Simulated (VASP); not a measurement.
# CdTe (Fm-3m) in VASP: density of states with PBEsol

Aim: the density of states of CdTe with PBEsol.

Everything below comes from runs of VASP 6.6.1. Logs are shortened: lines on timing, memory, paths and dates and some standing lists are left out, and cuts for length are marked.

### Step 1. The cell of the first run

It takes space group Fm-3m (No. 225, cubic). The conventional cell has a = 6.303 Å, b = 6.303 Å, c = 6.303 Å, α = 90.00°, β = 90.00°, γ = 90.00°. Te (site symmetry m-3m) has 6 Cd at 3.15 Å within 4.1 Å. Within 4.1 Å of Cd (site symmetry m-3m) lie 6 Te at 3.15 Å.

### Step 2. Density of states, PBEsol

Input file POSCAR:

```
CdTe
1.0
    0.0000000000      3.1513270000      3.1513270000
    3.1513270000      0.0000000000      3.1513270000
    3.1513270000      3.1513270000      0.0000000000
Te Cd
1 1
Direct
    0.5000000000      0.5000000000      0.5000000000
    0.0000000000      0.0000000000      0.0000000000
```

Input file INCAR.step1:

```
PREC = Accurate ; ENCUT = 400
EDIFF = 1E-6 ; ISMEAR = 1
SIGMA = 0.1948 ; LREAL = False
LASPH = True ; NELM = 120
ALGO = Normal ; ISIF = 2
LWAVE = False ; LCHARG = True
GGA = PS ; NBANDS = 16
GGA_COMPAT = False ; NEDOS = 2001
LORBIT = 11
```

Input file KPOINTS.step1:

```
Automatic mesh
0
Gamma
  7 7 7
```

Input file INCAR.step2:

```
PREC = Accurate ; ENCUT = 400
EDIFF = 1E-6 ; ISMEAR = -5
SIGMA = 0.1948 ; LREAL = False
LASPH = True ; NELM = 120
ALGO = Normal ; ISIF = 2
LWAVE = False ; LCHARG = False
GGA = PS ; LORBIT = 11
NEDOS = 1001 ; ICHARG = 11
GGA_COMPAT = False
```

Input file KPOINTS.step2:

```
Automatic mesh
0
Gamma
  11 11 11
```

Potentials or basis: VASP PAW PBE potentials, release 64 (Te, Cd).

Run with:

```
cat potpaw_PBE.64/Te/POTCAR potpaw_PBE.64/Cd/POTCAR > POTCAR
cp INCAR.step1 INCAR
cp KPOINTS.step1 KPOINTS
mpirun -np 1 vasp_std > vasp.out
cp INCAR.step2 INCAR
cp KPOINTS.step2 KPOINTS
mpirun -np 1 vasp_std > vasp.out
```

OUTCAR:

```text
PREC = Accurate
   ENCUT = 400
   EDIFF = 1E-6
   ISMEAR = -5
   LREAL = False
   LASPH = True
   NELM = 120
   ISIF = 2
   GGA = PS
   LORBIT = 11
   ICHARG = 11

 ion  position               nearest neighbor table
   1  0.500  0.500  0.500-   2 3.15   2 3.15   2 3.15   2 3.15   2 3.15   2 3.15
   2  0.000  0.000  0.000-   1 3.15   1 3.15   1 3.15   1 3.15   1 3.15   1 3.15

  LATTYP: Found a face centered cubic cell.
 ALAT       =     6.3026540000

  Lattice vectors:

 A1 = (   0.0000000000,   3.1513270000,   3.1513270000)
 A2 = (   3.1513270000,   0.0000000000,   3.1513270000)
 A3 = (   3.1513270000,   3.1513270000,   0.0000000000)

Analysis of symmetry for initial positions (statically):
=====================================================================
 Subroutine PRICEL returns:
 Original cell was already a primitive cell.

 Routine SETGRP: Setting up the symmetry group for a
 face centered cubic supercell.

 Subroutine GETGRP returns: Found 48 space group operations
 (whereof 48 operations were pure point group operations)
 out of a pool of 48 trial point group operations.

The static configuration has the point symmetry O_h .

Analysis of symmetry for dynamics (positions and initial velocities):
=====================================================================
 Subroutine PRICEL returns:
 Original cell was already a primitive cell.

 Routine SETGRP: Setting up the symmetry group for a
 face centered cubic supercell.

 Subroutine GETGRP returns: Found 48 space group operations
 (whereof 48 operations were pure point group operations)
 out of a pool of 48 trial point group operations.

The dynamic configuration has the point symmetry O_h .

 Subroutine INISYM returns: Found 48 space group operations
 (whereof 48 operations are pure point group operations),
 and found     1 'primitive' translations

----------------------------------------------------------------------------------------

                                     Primitive cell

  volume of cell :      62.5908

  direct lattice vectors                    reciprocal lattice vectors
     0.000000000  3.151327000  3.151327000    -0.158663319  0.158663319  0.158663319
     3.151327000  0.000000000  3.151327000     0.158663319 -0.158663319  0.158663319
     3.151327000  3.151327000  0.000000000     0.158663319  0.158663319 -0.158663319

[... 100 lines left out ...]
   ISMEAR =    -5;   SIGMA  =   0.19  broadening in eV -4-tet -1-fermi 0-gaus
   EFERMI_NEDOS =   21; number of points for ismear=-14 and -15
   IALGO  =     38    algorithm
   IMIX   =      4    mixing-type and parameters
     AMIX     =   0.40;   BMIX     =  1.00
     AMIX_MAG =   1.60;   BMIX_MAG =  1.00
  volume/ion in A,a.u.               =      31.30       211.19
  Fermi-wavevector in a.u.,A,eV,Ry     =   1.080593  2.042025 15.887271  1.167681
  Thomas-Fermi vector in A             =   2.216588
   LORBIT       =     11    0 simple, 1 ext, 2 COOP (PROOUT), +10 PAW based schemes
   GGA     = PS    functional components
   LHFCALC =     F    Hartree Fock is set to
   AEXX    =    0.0000 exact exchange contribution
   IVDW    =     0    specifies the selected vdW correction
   LEPSILON=     F    determine dielectric tensor
   LRPA    =     F    only Hartree local field effects (RPA)
 non-spin polarized calculation
 Fermi weights with tetrahedron method with Bloechl corrections
  energy-cutoff  :      400.00
  volume of cell :       62.59
 maximum number of plane-waves:      1159
 NGX is ok and might be reduce to    30

 number of electron      17.9999994 magnetization

 Free energy of the ion-electron system (eV)
  ---------------------------------------------------
  ext. energy  EPLUGINS =         0.00000000
  ---------------------------------------------------
  free energy    TOTEN  =        -5.07682935 eV

  energy without entropy =       -5.07682935  energy(sigma->0) =       -5.07682935

 E-fermi :   2.7803     XC(G=0):  -9.4503

 val. band max:        2.8506879947   @ k =  -0.3636   0.0909   0.0000
 cond. band min:       2.7165445970   @ k =   0.0000   0.0000   0.0000
 fundamental gap:     -0.1341433978
 Fermi energy:         2.7802920370

 k-point     1 :       0.0000    0.0000    0.0000
  band No.  band energies     occupation
      1      -8.2059      2.00000
      2      -5.1794      2.00000
      3      -5.1794      2.00000
      4      -5.1421      2.00000
      5      -5.1421      2.00000
      6      -5.1421      2.00000
      7       2.5081      2.00000
      8       2.5081      2.00000
      9       2.5081      2.00000
     10       2.7165      0.00772
     11       9.9133      0.00000
     12       9.9133      0.00000
     13       9.9161      0.00000
[... 354 lines left out ...]
  band No.  band energies     occupation
      1      -7.7221      2.00000
      2      -5.2563      2.00000
      3      -5.2041      2.00000
      4      -5.1491      2.00000
      5      -5.1131      2.00000
      6      -5.0877      2.00000
      7      -0.4659      2.00000
      8       1.5224      2.00000
      9       2.9344      0.25997
     10       5.9373      0.00000
     11       6.7326      0.00000
     12       7.5115      0.00000
     13       8.6594      0.00000

 [... further k-points ...]

------------------------ aborting loop because EDIFF is reached ----------------------------------------

  FORCE on cell =-STRESS in cart. coord.  units (eV):
  Direction    XX          YY          ZZ          XY          YZ          ZX
  --------------------------------------------------------------------------------------
  -------------------------------------------------------------------------------------
  Total       -2.3848890     -2.3848890     -2.3848890      0.0000000      0.0000000     -0.0000000
  in kB      -61.0475651    -61.0475651    -61.0475651      0.0000000      0.0000000     -0.0000000
  external PRESSURE =     -61.0475651 kB  Pullay stress =       0.0000000 kB

 VOLUME and BASIS-vectors are now :
 -----------------------------------------------------------------------------
  energy-cutoff  :      400.00
  volume of cell :       62.59
      direct lattice vectors                 reciprocal lattice vectors
     0.000000000  3.151327000  3.151327000    -0.158663319  0.158663319  0.158663319
     3.151327000  0.000000000  3.151327000     0.158663319 -0.158663319  0.158663319
     3.151327000  3.151327000  0.000000000     0.158663319  0.158663319 -0.158663319

 POSITION                                       TOTAL-FORCE (eV/Angst)
 -----------------------------------------------------------------------------------
      3.15133      3.15133      3.15133         0.000000     -0.000000      0.000000
      0.00000      0.00000      0.00000         0.000000      0.000000      0.000000
 -----------------------------------------------------------------------------------
    total drift:                               -0.000000      0.000000      0.000000

  FREE ENERGIE OF THE ION-ELECTRON SYSTEM (eV)
  ---------------------------------------------------
  free  energy   TOTEN  =        -5.0768293508 eV

  energy  without entropy=       -5.0768293508  energy(sigma->0) =       -5.07682935

 total charge

# of ion       s       p       d       tot
------------------------------------------
    1        1.380   1.942   0.016   3.339
    2        0.440   0.197   9.535  10.172
--------------------------------------------------
tot          1.820   2.139   9.551  13.510
```

OUTCAR.step1:

```text
PREC = Accurate
   ENCUT = 400
   EDIFF = 1E-6
   ISMEAR = 1
   LREAL = False
   LASPH = True
[... 599 lines left out ...]
    total drift:                               -0.000000      0.000000      0.000000

  FREE ENERGIE OF THE ION-ELECTRON SYSTEM (eV)
  ---------------------------------------------------
  free  energy   TOTEN  =        -5.0776983679 eV

  energy  without entropy=       -5.0746804248  energy(sigma->0) =       -5.07669239

 total charge

# of ion       s       p       d       tot
------------------------------------------
    1        1.382   1.931   0.016   3.329
    2        0.449   0.198   9.533  10.180
--------------------------------------------------
tot          1.831   2.129   9.550  13.510
```

It took 65 s on 1 thread of Intel Xeon 8259CL, shared host; peak memory 0.18 GiB.

What came out:

* Valence electrons inside the program's atomic spheres: Te 3.34; Cd 10.17

Caveat: the PAW data sets were made with another functional, which shifts forces and pressure a little; spin-orbit coupling is left out, which moves the levels of the heavy elements; tetrahedron occupations give inexact forces and stress in metals.
